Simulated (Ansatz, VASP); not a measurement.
**One calculation of Cl, two programs**

The input INCAR:

```
  PREC = Accurate
  ENCUT = 520
  EDIFF = 1E-6
  ISMEAR = 0
  SIGMA = 0.1
  LREAL = F
  LASPH = T
  NELM = 150
  ALGO = Normal
  ISIF = 2
  LWAVE = F
  LCHARG = F
  ISPIN = 2
  MAGMOM = 1 1
  LORBIT = 11
  GGA = PE
  NBANDS = 18
```

File KPOINTS:

```
Automatic mesh
0
Gamma
  8 8 8
```

File POSCAR:

```
Cl
1.0
    3.7418194060      0.0000000000      0.0000000000
    0.0000000000      0.0000000000     -3.9240373500
   -1.8709097030      5.5565952358      0.0000000000
Cl
2
Direct
    0.1345512700      0.7500000000      0.2691025400
    0.8654487300      0.2500000000      0.7308974600
```

Input for Ansatz:

```yaml
crystal:
  lattice:
    - [3.741819406, 0.0, 0.0]
    - [0.0, 0.0, -3.92403735]
    - [-1.870909703, 5.5565952358, 0.0]
  atoms:
    - { symbol: Cl, position: [0.13455127, 0.75, 0.26910254], spin: 1.0 }
    - { symbol: Cl, position: [0.86544873, 0.25, 0.73089746], spin: 1.0 }
magnetization:
  spin_polarized: true
basis:
  ecutwfc: 420
  fft_grid_basis: typed
kpoints:
  mp_grid: { grid: [8, 8, 8] }
hamiltonian:
  xc: pbe
  pseudopotentials: { kind: paw }
scf:
  occupations: { method: gaussian, width: 0.1 }
output:
  forces: true
  stress: true
  eigenvalues: true
  bader: true
  write_density: true
  volumetric_format: npy
  populations: true
```

Alike in both runs: task single point; functional PBE; k mesh 8 × 8 × 8; occupations gaussian, width 0.1 eV; collinear spin.

|  | VASP | Ansatz |
| --- | --- | --- |
| version | VASP 6.6.1 | Ansatz 0.2.0 |
| potentials or method | VASP PAW PBE potentials, release 64 (Cl), cutoff 520 eV | scalar-relativistic, plane waves, PAW |
| valence electrons in the cell | 14 | 14 |

```tsv
	VASP	Ansatz	Ansatz less VASP
gap on the k mesh at the Fermi level (eV)	none	none	-
rms of the force components (eV/Å)	0.079	0.078	-0.0017
net moment per atom (μB)	1.00	1.00	0.000
size of the moment on the site where the two differ most (μB)	0.77	0.98	+0.211
```

Site moments also hang on the region over which each program counts them. Atom by atom the forces differ by 0.002 eV/Å (rms over components). A gap of «none» marks a metal or a gap that the smearing closes. With one functional, cell and mesh, what is left measures potentials, basis and numerics.
